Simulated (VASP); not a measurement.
# Rh (P6/mmm) in VASP: a series of runs

Runs on Rh. Level: BLYP. Tasks: single point.

Everything below comes from runs of VASP 6.6.1. Logs are shortened: lines on timing, memory, paths and dates and some standing lists are left out, and cuts for length are marked.

## (1) The cell of the first run

Symmetry: P6/mmm, No. 191, hexagonal system. Conventional cell: a = 4.357 Å, b = 4.357 Å, c = 2.676 Å, α = 90.00°, β = 90.00°, γ = 120.00°. Rh (site symmetry 6/mmm) has 14 Rh at 2.68 to 2.85 Å within 3.5 Å. Rh (site symmetry -6m2) has 11 Rh at 2.52 to 2.85 Å within 3.3 Å.

## (2) Single point, BLYP (volume scaled by 0.96)

INCAR reads:

```
PREC     = Accurate       # precision mode
ENCUT    = 520            # plane-wave cutoff, eV
EDIFF    = 1E-6           # SCF threshold, eV
ISMEAR   = -1             # smearing method
SIGMA    = 0.1            # smearing width, eV
LREAL    = False          # projectors in reciprocal space
LASPH    = True           # aspherical terms in the spheres
NELM     = 100            # most SCF steps
ALGO     = Normal         # electronic algorithm
ISIF     = 2              # what is computed and relaxed
LWAVE    = False          # write WAVECAR
LCHARG   = False          # write CHGCAR
GGA      = B5             # functional
ALDAX    = 1.0          
AGGAX    = 1.0          
AGGAC    = 1.0          
ALDAC    = 0.0          
NBANDS   = 30             # bands
```

KPOINTS reads:

```
regular mesh
0
Gamma
  9 9 13
```

POSCAR reads:

```
Rh
1.0
    4.3572828429      0.0000000000      0.0000000000
   -2.1786414215      3.7735176334      0.0000000000
    0.0000000000      0.0000000000      2.6764894026
Rh
3
Direct
    0.0000000000      0.0000000000      0.0000000000
    0.3333333333      0.6666666667      0.5000000000
    0.6666666667      0.3333333333      0.5000000000
```

Potentials or basis: VASP PAW PBE potentials, release 64 (Rh_pv).

Run with:

```
$ cat potpaw_PBE.64/Rh_pv/POTCAR > POTCAR
$ mpirun -np 1 vasp_std > vasp.out
```

OUTCAR:

```text
PREC = Accurate
   ENCUT = 520
   EDIFF = 1E-6
   ISMEAR = -1
   LREAL = False
   LASPH = True
   NELM = 100
   ISIF = 2
   GGA = B5

 ion  position               nearest neighbor table
   1  0.000  0.000  0.000-   2 2.85   3 2.85   2 2.85   3 2.85   3 2.85   3 2.85   2 2.85   2 2.85
                             3 2.85   3 2.85   2 2.85   2 2.85
   2  0.333  0.667  0.500-   3 2.52   3 2.52   3 2.52   1 2.85   1 2.85   1 2.85   1 2.85   1 2.85
                             1 2.85
   3  0.667  0.333  0.500-   2 2.52   2 2.52   2 2.52   1 2.85   1 2.85   1 2.85   1 2.85   1 2.85
                             1 2.85

  LATTYP: Found a hexagonal cell.
 ALAT       =     4.3572828429
 C/A-ratio  =     0.6142565216

  Lattice vectors:

 A1 = (   4.3572828429,   0.0000000000,   0.0000000000)
 A2 = (  -2.1786414215,   3.7735176334,   0.0000000000)
 A3 = (   0.0000000000,   0.0000000000,   2.6764894026)

Analysis of symmetry for initial positions (statically):
=====================================================================
 Subroutine PRICEL returns:
 Original cell was already a primitive cell.

 Routine SETGRP: Setting up the symmetry group for a
 hexagonal supercell.

 Subroutine GETGRP returns: Found 24 space group operations
 (whereof 24 operations were pure point group operations)
 out of a pool of 24 trial point group operations.

The static configuration has the point symmetry D_6h.

Analysis of symmetry for dynamics (positions and initial velocities):
=====================================================================
 Subroutine PRICEL returns:
 Original cell was already a primitive cell.

 Routine SETGRP: Setting up the symmetry group for a
 hexagonal supercell.

 Subroutine GETGRP returns: Found 24 space group operations
 (whereof 24 operations were pure point group operations)
 out of a pool of 24 trial point group operations.

The dynamic configuration has the point symmetry D_6h.

 Subroutine INISYM returns: Found 24 space group operations
 (whereof 24 operations are pure point group operations),
 and found     1 'primitive' translations

----------------------------------------------------------------------------------------

                                     Primitive cell

  volume of cell :      44.0076

  direct lattice vectors                    reciprocal lattice vectors
     4.357282843  0.000000000  0.000000000     0.229500823  0.132502362  0.000000000
    -2.178641422  3.773517633  0.000000000     0.000000000  0.265004724  0.000000000
     0.000000000  0.000000000  2.676489403     0.000000000  0.000000000  0.373623747

  length of vectors
     4.357282843  4.357282843  2.676489403     0.265004724  0.265004724  0.373623747

  position of ions in fractional coordinates (direct lattice)
     0.000000000  0.000000000  0.000000000
     0.333333333  0.666666667  0.500000000
     0.666666667  0.333333333  0.500000000

  ion indices of the primitive-cell ions
   primitive index   ion index
                 1           1
                 2           2
                 3           3

----------------------------------------------------------------------------------------

 KPOINTS: regular mesh

Automatic generation of k-mesh.
 Grid dimensions read from file:
 generate k-points for:    9    9   13

 Generating k-lattice:

  Cartesian coordinates                     Fractional coordinates (reciprocal lattice)
     0.025500091  0.014722485  0.000000000     0.111111111  0.000000000  0.000000000
     0.000000000  0.029444969  0.000000000     0.000000000  0.111111111  0.000000000
     0.000000000  0.000000000  0.028740288     0.000000000  0.000000000  0.076923077

  Length of vectors
     0.029444969  0.029444969  0.028740288

  Shift w.r.t. Gamma in fractional coordinates (k-lattice)
     0.000000000  0.000000000  0.000000000

 Subroutine IBZKPT returns following result:
 ===========================================

 Found     84 irreducible k-points:

 Following reciprocal coordinates:
            Coordinates               Weight
  0.000000  0.000000  0.000000      1.000000
  0.111111  0.000000  0.000000      6.000000
  0.222222  0.000000  0.000000      6.000000
  0.333333  0.000000  0.000000      6.000000
  0.444444  0.000000  0.000000      6.000000
  0.111111  0.111111  0.000000      6.000000
[... 16 lines left out ...]
  0.333333  0.222222  0.076923     24.000000
  0.333333  0.333333  0.076923      4.000000
 [... further k-points ...]
   k-points           NKPTS =     84   k-points in BZ     NKDIM =     84   number of bands    NBANDS=     30
   number of dos      NEDOS =    301   number of ions     NIONS =      3
   total plane-waves  NPLWV =  20480
   dimension x,y,z NGX =    32 NGY =   32 NGZ =   20
   dimension x,y,z NGXF=    64 NGYF=   64 NGZF=   40
   ions per type =               3
   NGX,Y,Z   is equivalent  to a cutoff of  12.21, 12.21, 12.42 a.u.
   NGXF,Y,Z  is equivalent  to a cutoff of  24.42, 24.42, 24.85 a.u.
 SYSTEM =  unknown system
   PREC   = accura    normal or accurate (medium, high low for compatibility)
   ISTART =      0    job   : 0-new  1-cont  2-samecut
   ICHARG =      2    charge: 1-file 2-atom 10-const
   ISPIN  =      1    spin polarized calculation?
   LNONCOLLINEAR =      F non collinear calculations
   LSORBIT =      F    spin-orbit coupling
   LASPH  =      T    aspherical Exc in radial PAW
   ENCUT  =  520.0 eV  38.22 Ry    6.18 a.u.   8.10  8.10  4.98*2*pi/ulx,y,z
   NELM   =    100;   NELMIN=  2; NELMDL= -5     # of ELM steps
   EDIFF  = 0.1E-05   stopping-criterion for ELM
   LREAL  =      F    real-space projection
   EDIFFG = 0.1E-04   stopping-criterion for IOM
   NSW    =      0    number of steps for IOM
   IBRION =     -1    ionic relax: 0-MD 1-quasi-New 2-CG
   NFREE  =      0    steps in history (QN), initial steepest desc. (CG)
   ISIF   =      2    stress and relaxation
   ISYM   =      2    0-nonsym 1-usesym 2-fastsym
   POTIM  = 0.5000    time-step for ionic-motion
   TEBEG  =    0.0;   TEEND  =   0.0 temperature during run
   PSTRESS=    0.0 pullay stress
   NELECT =      45.0000    total number of electrons
   NUPDOWN=      -1.0000    fix difference up-down
   EMIN   =  10.00;   EMAX   =-10.00  energy-range for DOS
   EFERMI =   0.00;   METHOD = LEGACY
   ISMEAR =    -1;   SIGMA  =   0.10  broadening in eV -4-tet -1-fermi 0-gaus
   EFERMI_NEDOS =   21; number of points for ismear=-14 and -15
   IALGO  =     38    algorithm
   IMIX   =      4    mixing-type and parameters
     AMIX     =   0.40;   BMIX     =  1.00
     AMIX_MAG =   1.60;   BMIX_MAG =  1.00
  volume/ion in A,a.u.               =      14.67        98.99
  Fermi-wavevector in a.u.,A,eV,Ry     =   1.649313  3.116750 37.011027  2.720234
  Thomas-Fermi vector in A             =   2.738454
   LORBIT       =      0    0 simple, 1 ext, 2 COOP (PROOUT), +10 PAW based schemes
   GGA     = B5    functional components
   LHFCALC =     F    Hartree Fock is set to
   AEXX    =    0.0000 exact exchange contribution
   IVDW    =     0    specifies the selected vdW correction
   LEPSILON=     F    determine dielectric tensor
   LRPA    =     F    only Hartree local field effects (RPA)
 non-spin polarized calculation
  energy-cutoff  :      520.00
  volume of cell :       44.01
 maximum number of plane-waves:      1210
   NGX = 17   NGY = 17   NGZ =  9

 number of electron      44.9999997 magnetization

 Free energy of the ion-electron system (eV)
  ---------------------------------------------------
  ext. energy  EPLUGINS =         0.00000000
  ---------------------------------------------------
  free energy    TOTEN  =       -17.97100095 eV

  energy without entropy =      -17.77706213  energy(sigma->0) =      -17.87403154

 E-fermi :  11.3113     XC(G=0): -12.9595

 val. band max:       11.3028615462   @ k =   0.1111   0.1111   0.1538
 cond. band min:      11.3116753928   @ k =   0.2222   0.0000   0.0769
 fundamental gap:      0.0088138466
 Fermi energy:        11.3112522870

 k-point     1 :       0.0000    0.0000    0.0000
  band No.  band energies     occupation
      1     -35.4131      2.00000
      2     -35.4131      2.00000
      3     -35.0471      2.00000
      4     -35.0471      2.00000
      5     -34.8552      2.00000
      6     -34.7405      2.00000
[... 22 lines left out ...]
     29      19.7192      0.00000
     30      20.1934      0.00000

 k-point     2 :       0.1111    0.0000    0.0000
  band No.  band energies     occupation
      1     -35.4259      2.00000
      2     -35.4096      2.00000
      3     -35.0291      2.00000
      4     -35.0289      2.00000
      5     -34.8506      2.00000
      6     -34.7629      2.00000
[... 22 lines left out ...]
     29      21.0692      0.00000
     30      21.4894      0.00000

 k-point     3 :       0.2222    0.0000    0.0000
  band No.  band energies     occupation
      1     -35.4543      2.00000
      2     -35.3916      2.00000
      3     -34.9938      2.00000
      4     -34.9849      2.00000
      5     -34.8378      2.00000
      6     -34.8179      2.00000
[... 22 lines left out ...]
     29      22.3139      0.00000
     30      23.2841      0.00000

 k-point     4 :       0.3333    0.0000    0.0000
  band No.  band energies     occupation
      1     -35.4822      2.00000
      2     -35.3504      2.00000
      3     -35.0017      2.00000
      4     -34.9315      2.00000
      5     -34.8531      2.00000
      6     -34.8206      2.00000
[... 616 lines left out ...]
     29      22.4869      0.00000
     30      26.6754      0.00000

 k-point    23 :       0.3333    0.2222    0.0769
  band No.  band energies     occupation
      1     -35.4758      2.00000
      2     -35.2806      2.00000
      3     -35.1304      2.00000
      4     -34.8648      2.00000
      5     -34.8405      2.00000
      6     -34.8223      2.00000
[... 22 lines left out ...]
     29      24.3101      0.00000
     30      26.2934      0.00000

 k-point    24 :       0.3333    0.3333    0.0769
  band No.  band energies     occupation
      1     -35.4716      2.00000
      2     -35.2153      2.00000
      3     -35.2153      2.00000
      4     -34.8512      2.00000
      5     -34.8262      2.00000
      6     -34.8262      2.00000
[... 22 lines left out ...]
     29      24.5042      0.00000
     30      24.5042      0.00000

 [... further k-points ...]

------------------------ aborting loop because EDIFF is reached ----------------------------------------

  FORCE on cell =-STRESS in cart. coord.  units (eV):
  Direction    XX          YY          ZZ          XY          YZ          ZX
  --------------------------------------------------------------------------------------
  -------------------------------------------------------------------------------------
  Total        2.7515342      2.7515342      2.2908460     -0.0000000      0.0000000      0.0000000
  in kB      100.1746496    100.1746496     83.4024497     -0.0000000      0.0000000      0.0000000
  external PRESSURE =      94.5839163 kB  Pullay stress =       0.0000000 kB

 VOLUME and BASIS-vectors are now :
 -----------------------------------------------------------------------------
  energy-cutoff  :      520.00
  volume of cell :       44.01
      direct lattice vectors                 reciprocal lattice vectors
     4.357282843  0.000000000  0.000000000     0.229500823  0.132502362  0.000000000
    -2.178641422  3.773517633  0.000000000     0.000000000  0.265004724  0.000000000
     0.000000000  0.000000000  2.676489403     0.000000000  0.000000000  0.373623747

 POSITION                                       TOTAL-FORCE (eV/Angst)
 -----------------------------------------------------------------------------------
      0.00000      0.00000      0.00000        -0.000000      0.000000      0.000000
     -0.00000      2.51568      1.33824         0.000000     -0.000000      0.000000
      2.17864      1.25784      1.33824        -0.000000      0.000000      0.000000
 -----------------------------------------------------------------------------------
    total drift:                               -0.000000      0.000000      0.000000

  FREE ENERGIE OF THE ION-ELECTRON SYSTEM (eV)
  ---------------------------------------------------
  free  energy   TOTEN  =       -17.9710009490 eV

  energy  without entropy=      -17.7770621256  energy(sigma->0) =      -17.87403154
```

It took 31 s on 1 thread of Intel Xeon 6975P-C (Granite Rapids), shared host; peak memory 0.21 GiB.

What came out:

| Property | Result |
| --- | --- |
| Free energy | -17.9710 eV |
| Pressure | 9.5 GPa |

Caveat: the cell differs from its parent crystal (volume scaled by 0.96); the PAW data sets were made with another functional, which shifts forces and pressure a little.

## (3) Single point, BLYP

This run uses another cell than the first one, of 15.28 Å³/atom, 1.042 times its volume.

INCAR reads:

```
SYSTEM = Rh
  PREC = Accurate
  ENCUT = 520
  EDIFF = 1E-6
  ISMEAR = -1
  SIGMA = 0.1
  LREAL = .FALSE.
  LASPH = .TRUE.
  NELM = 80
  ALGO = Normal
  ISIF = 2
  LWAVE = .FALSE.
  LCHARG = .TRUE.
  GGA = B5
  ALDAX = 1.0
  AGGAX = 1.0
  AGGAC = 1.0
  ALDAC = 0.0
  LELF = .TRUE.
  LVHAR = .TRUE.
  NBANDS = 30
```

KPOINTS reads:

```
regular mesh
0
G
  9 9 12
  0 0 0
```

POSCAR reads:

```
Rh
1.0
    4.4169790670      0.0000000000      0.0000000000
   -2.2084895335      3.8252160800      0.0000000000
    0.0000000000      0.0000000000      2.7131581976
Rh
3
Direct
    0.0000000000      0.0000000000      0.0000000000
    0.3333333333      0.6666666667      0.5000000000
    0.6666666667      0.3333333333      0.5000000000
```

Potentials or basis: VASP PAW PBE potentials, release 64 (Rh_pv).

Run with:

```
$ cat potpaw_PBE.64/Rh_pv/POTCAR > POTCAR
$ mpirun -np 1 vasp_std > vasp.out
```

Wall time 39 s (1 thread of Intel Xeon 6975P-C (Granite Rapids), shared host); peak memory 0.22 GiB.

Results (log left out):

* Free energy: -18.0181 eV
* Pressure: 0.5 GPa

Stress tensor (GPa, compression positive):
```
0.50 0.00 0.00
0.00 0.50 0.00
0.00 0.00 0.35
```

Levels at points of the mesh, in eV from the Fermi level:
```
           k point  band 20  band 21  band 22  band 23  band 24  band 25  band 26  band 27
(0.00, 0.00, 0.00)    -1.45    -1.45    -1.37    -1.37     0.65     0.65     8.08     8.08
(0.00, 0.00, 0.50)    -0.05    -0.05     0.30     0.30     1.33     2.62     3.38     9.38
```

Caveat: the PAW data sets were made with another functional, which shifts forces and pressure a little.

(Part 1 of 3 ends here.)
